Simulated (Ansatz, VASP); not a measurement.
# Tl: VASP beside Ansatz

```
Tl
1.0
     5.48735    0.00000    0.00000
     0.00000    5.48735    0.00000
     0.00000    0.00000    3.88571
Tl
4
Cartesian
  1.6404 3.8469 0.0000
  1.6404 1.6404 1.9429
  3.8469 3.8469 1.9429
  3.8469 1.6404 0.0000
```

Alike in both runs: task single point; functional PBE; k mesh 4 × 4 × 4; occupations gaussian, width 0.1 eV; no spin polarisation.

|  | VASP | Ansatz |
| --- | --- | --- |
| version | VASP 6.6.1 | Ansatz 0.2.0 |
| potentials or method | VASP PAW PBE potentials, release 64 (Tl_d), cutoff 520 eV | scalar-relativistic, plane waves, PAW |
| valence electrons in the cell | 52 | 52 |

Ansatz gave:

```
gap on the k mesh at the Fermi level (eV)                     : none
pressure (GPa)                                                : 11.0
traceless stress, the component that is largest in VASP (GPa) : 1.08
rms of the force components (eV/Å)                            : 1.678
```

Problem. Estimate VASP's values.

Solution. gap on the k mesh at the Fermi level (eV): none; pressure (GPa): 11.0; traceless stress, the component that is largest in VASP (GPa): 1.07; rms of the force components (eV/Å): 1.685.

Atom by atom the forces differ by 0.007 eV/Å (rms over components). A gap of «none» marks a metal or a gap that the smearing closes.

The k mesh is coarse, so the values compare programs but aren't converged. Neither program's run includes spin-orbit coupling.
